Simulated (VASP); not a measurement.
# Ti3Al (P-6m2) in VASP: a series of runs, part 2 of 2

VASP 6.6.1. The steps go on from the part before.

## 4. Single point, LDA (volume scaled by 1.02)

File INCAR:

```
PREC = Accurate
ENCUT = 520
EDIFF = 1E-6
ISMEAR = -1
SIGMA = 0.05
LREAL = F
LASPH = T
NELM = 60
ALGO = Fast
ISIF = 2
LWAVE = F
LCHARG = T
LELF = T
LVHAR = T
NBANDS = 28
```

File KPOINTS:

```
Automatic mesh
0
Gamma
  10 10 3
```

File POSCAR:

```
Ti3Al
1.0
    2.9469304848      0.0000000000      0.0000000000
   -1.4734652423      2.5521166630      0.0000000000
    0.0000000000      0.0000000000      9.2874655158
Ti Al
3 1
Direct
    0.3333333333      0.6666666667      0.2494060000
    0.3333333333      0.6666666667      0.7505940000
    0.6666666667      0.3333333333      0.0000000000
    0.6666666667      0.3333333333      0.5000000000
```

Potentials or basis: VASP PAW LDA potentials, release 64 (Ti_sv, Al).

On the command line:

```bash
cat potpaw_LDA.64/Ti_sv/POTCAR potpaw_LDA.64/Al/POTCAR > POTCAR
mpirun -np 1 vasp_std > vasp.out
```

OUTCAR:

```text
PREC = Accurate
   ENCUT = 520
   EDIFF = 1E-6
   ISMEAR = -1
   LREAL = F
   LASPH = T
   NELM = 60
   ISIF = 2

 ion  position               nearest neighbor table
   1  0.333  0.667  0.249-   3 2.87   3 2.87   3 2.87   4 2.88   4 2.88   4 2.88
   2  0.333  0.667  0.751-   3 2.87   3 2.87   3 2.87   4 2.88   4 2.88   4 2.88
   3  0.667  0.333  0.000-   1 2.87   2 2.87   1 2.87   2 2.87   1 2.87   2 2.87
   4  0.667  0.333  0.500-   1 2.88   2 2.88   1 2.88   2 2.88   1 2.88   2 2.88

  LATTYP: Found a hexagonal cell.
 ALAT       =     2.9469304848
 C/A-ratio  =     3.1515726495
[... 936 lines left out ...]

 [... further k-points ...]
[... 5 lines left out ...]
  --------------------------------------------------------------------------------------
  -------------------------------------------------------------------------------------
  Total       -3.8215748     -3.8215748     -3.8661487     -0.0000000     -0.0000000      0.0000000
  in kB      -87.6567402    -87.6567402    -88.6791481     -0.0000000     -0.0000000      0.0000000
  external PRESSURE =     -87.9975429 kB  Pullay stress =       0.0000000 kB

 VOLUME and BASIS-vectors are now :
 -----------------------------------------------------------------------------
  energy-cutoff  :      520.00
  volume of cell :       69.85
      direct lattice vectors                 reciprocal lattice vectors
     2.946930485  0.000000000  0.000000000     0.339336135  0.195915809  0.000000000
    -1.473465242  2.552116663  0.000000000     0.000000000  0.391831617  0.000000000
     0.000000000  0.000000000  9.287465516     0.000000000  0.000000000  0.107672001

 POSITION                                       TOTAL-FORCE (eV/Angst)
 -----------------------------------------------------------------------------------
     -0.00000      1.70141      2.31635        -0.000000      0.000000     -0.154261
     -0.00000      1.70141      6.97112        -0.000000      0.000000      0.154261
      1.47347      0.85071      0.00000         0.000000     -0.000000      0.000000
      1.47347      0.85071      4.64373         0.000000      0.000000      0.000000
 -----------------------------------------------------------------------------------
    total drift:                                0.000000     -0.000000      0.000000

  FREE ENERGIE OF THE ION-ELECTRON SYSTEM (eV)
  ---------------------------------------------------
  free  energy   TOTEN  =       -30.1909608263 eV

  energy  without entropy=      -30.1605900552  energy(sigma->0) =      -30.17577544
```

Wall time 3.5 min (1 thread of AMD EPYC 7R13 (Zen 3), shared host); peak memory 0.16 GiB.

What came out:

```yaml
Free_energy: -30.1910 eV
Pressure: -8.8 GPa
Largest_force: 0.154 eV/Å
```

Forces on the atoms (eV/Å):
```
Ti   0.000  0.000 -0.154
Ti   0.000  0.000  0.154
Ti   0.000  0.000  0.000
Al   0.000  0.000  0.000
```

Stress tensor (GPa, compression positive):
```
-8.77  0.00  0.00
 0.00 -8.77  0.00
 0.00  0.00 -8.87
```

Levels at points of the mesh, in eV from the Fermi level:
| k point | band 16 | band 17 | band 18 | band 19 | band 20 | band 21 | band 22 | band 23 | band 24 | band 25 |
| --- | --- | --- | --- | --- | --- | --- | --- | --- | --- | --- |
| (0.00, 0.00, 0.00) | -2.41 | -0.73 | 0.49 | 0.70 | 0.77 | 0.77 | 0.86 | 0.86 | 1.16 | 1.16 |
| (0.50, 0.00, 0.00) | -2.04 | -1.42 | -1.19 | -0.63 | -0.37 | 0.84 | 0.98 | 1.09 | 1.65 | 2.40 |

## 5. Single point, LDA (volume scaled by 1.04)

File INCAR:

```
SYSTEM = Ti3Al
ALGO     = Normal         ! electronic algorithm
EDIFF    = 1E-6           ! SCF threshold, eV
ENCUT    = 520            ! plane-wave cutoff, eV
ISIF     = 2              ! what is computed and relaxed
ISMEAR   = -1             ! smearing method
LASPH    = .TRUE.         ! aspherical terms in the spheres
LCHARG   = .TRUE.         ! write CHGCAR
LELF     = .TRUE.         ! ELF
LREAL    = .FALSE.        ! projectors in reciprocal space
LVHAR    = .TRUE.       
LWAVE    = .FALSE.        ! write WAVECAR
NBANDS   = 28             ! bands
NELM     = 80             ! most SCF steps
PREC     = Accurate       ! precision mode
SIGMA    = 0.05           ! smearing width, eV
```

File KPOINTS:

```
k-points
0
G
  10 10 3
  0 0 0
```

File POSCAR:

```
Ti3Al
1.0
    2.9660669332      0.0000000000      0.0000000000
   -1.4830334666      2.5686893135      0.0000000000
    0.0000000000      0.0000000000      9.3477754233
Ti Al
3 1
Direct
    0.3333333333      0.6666666667      0.2494060000
    0.3333333333      0.6666666667      0.7505940000
    0.6666666667      0.3333333333      0.0000000000
    0.6666666667      0.3333333333      0.5000000000
```

On the command line:

```bash
cat potpaw_LDA.64/Ti_sv/POTCAR potpaw_LDA.64/Al/POTCAR > POTCAR
mpirun -np 1 vasp_std > vasp.out
```

Run time: 63 s. Hardware: 1 thread of AMD EPYC 7R13 (Zen 3), shared host; peak memory 0.16 GiB.

Results (log left out):

- Free energy: -30.1082 eV
- Pressure: -10.5 GPa
- Largest force: 0.164 eV/Å

Forces on the atoms (eV/Å):
```
Ti   0.000  0.000 -0.164
Ti   0.000  0.000  0.164
Ti   0.000  0.000  0.000
Al   0.000  0.000  0.000
```

Stress tensor (GPa, compression positive):
```
-10.42   0.00   0.00
  0.00 -10.42   0.00
  0.00   0.00 -10.72
```

Levels at points of the mesh, in eV from the Fermi level:
| k point | band 17 | band 18 | band 19 | band 20 | band 21 | band 22 | band 23 | band 24 |
| --- | --- | --- | --- | --- | --- | --- | --- | --- |
| (0.00, 0.00, 0.00) | -0.72 | 0.46 | 0.69 | 0.76 | 0.76 | 0.84 | 0.84 | 1.13 |
| (0.50, 0.00, 0.00) | -1.39 | -1.16 | -0.62 | -0.39 | 0.82 | 0.95 | 1.06 | 1.61 |

## 6. Single point, LDA (volume scaled by 1.06)

File INCAR:

```
SYSTEM = Ti3Al
PREC     = Accurate       ! precision mode
ENCUT    = 520            ! plane-wave cutoff, eV
EDIFF    = 1E-6           ! SCF threshold, eV
ISMEAR   = -1             ! smearing method
SIGMA    = 0.05           ! smearing width, eV
LREAL    = .FALSE.        ! projectors in reciprocal space
LASPH    = .TRUE.         ! aspherical terms in the spheres
NELM     = 100            ! most SCF steps
ALGO     = Fast           ! electronic algorithm
ISIF     = 2              ! what is computed and relaxed
LWAVE    = .FALSE.        ! write WAVECAR
LCHARG   = .TRUE.         ! write CHGCAR
GGA      = CA             ! functional
LELF     = .TRUE.         ! ELF
LVHAR    = .TRUE.       
NBANDS   = 28             ! bands
```

File KPOINTS:

```
regular mesh
0
G
  10 10 3
  0 0 0
```

File POSCAR:

```
Ti3Al
1.0
    2.9849595887      0.0000000000      0.0000000000
   -1.4924797943      2.5850508331      0.0000000000
    0.0000000000      0.0000000000      9.4073169995
Ti Al
3 1
Direct
    0.3333333333      0.6666666667      0.2494060000
    0.3333333333      0.6666666667      0.7505940000
    0.6666666667      0.3333333333      0.0000000000
    0.6666666667      0.3333333333      0.5000000000
```

Potentials or basis: VASP PAW LDA potentials, release 64 (Ti_sv, Al).

On the command line:

```bash
cat potpaw_LDA.64/Ti_sv/POTCAR potpaw_LDA.64/Al/POTCAR > POTCAR
mpirun -np 1 vasp_std > vasp.out
```

Wall time 3.4 min (1 thread of AMD EPYC 7R13 (Zen 3), shared host); peak memory 0.16 GiB.

It converged, with:

```
Free energy   : -30.0121 eV
Pressure      : -12.0 GPa
Largest force : 0.174 eV/Å
```

Forces in eV/Å, atoms in the order of the input:
```
Ti   0.000  0.000 -0.174
Ti   0.000  0.000  0.174
Ti   0.000  0.000  0.000
Al   0.000  0.000  0.000
```

Stress tensor (GPa, compression positive):
```
-11.82   0.00   0.00
  0.00 -11.82   0.00
  0.00   0.00 -12.27
```

Levels at points of the mesh, in eV from the Fermi level:
```
           k point  band 16  band 17  band 18  band 19  band 20  band 21  band 22  band 23  band 24  band 25
(0.00, 0.00, 0.00)    -2.34    -0.72     0.44     0.67     0.74     0.74     0.83     0.83     1.11     1.11
(0.50, 0.00, 0.00)    -1.97    -1.36    -1.13    -0.61    -0.40     0.81     0.91     1.03     1.57     2.29
```

## 7. Summary

```csv
cell,gap on the mesh (eV),pressure (GPa),largest force (eV/Å)
"a = 2.908, b = 2.908, c = 9.164 Å, angles 90.0, 90.0, 120.0°, 4 atoms",none,-5.1,0.13
"a = 2.928, b = 2.928, c = 9.226 Å, angles 90.0, 90.0, 120.0°, 4 atoms",none,-7.1,0.14
"a = 2.947, b = 2.947, c = 9.287 Å, angles 90.0, 90.0, 120.0°, 4 atoms",none,-8.8,0.15
"a = 2.966, b = 2.966, c = 9.348 Å, angles 90.0, 90.0, 120.0°, 4 atoms",none,-10.5,0.16
"a = 2.985, b = 2.985, c = 9.407 Å, angles 90.0, 90.0, 120.0°, 4 atoms",none,-12.0,0.17
```

Alike in all rows: task single point; level LDA; potentials or basis VASP PAW LDA potentials, release 64 (Ti_sv, Al); no spin polarisation; k mesh 10 × 10 × 3; cutoff (eV) 520; smearing fermi-dirac 0.05 eV.

Absolute energies hang on the potentials; compare differences alone.
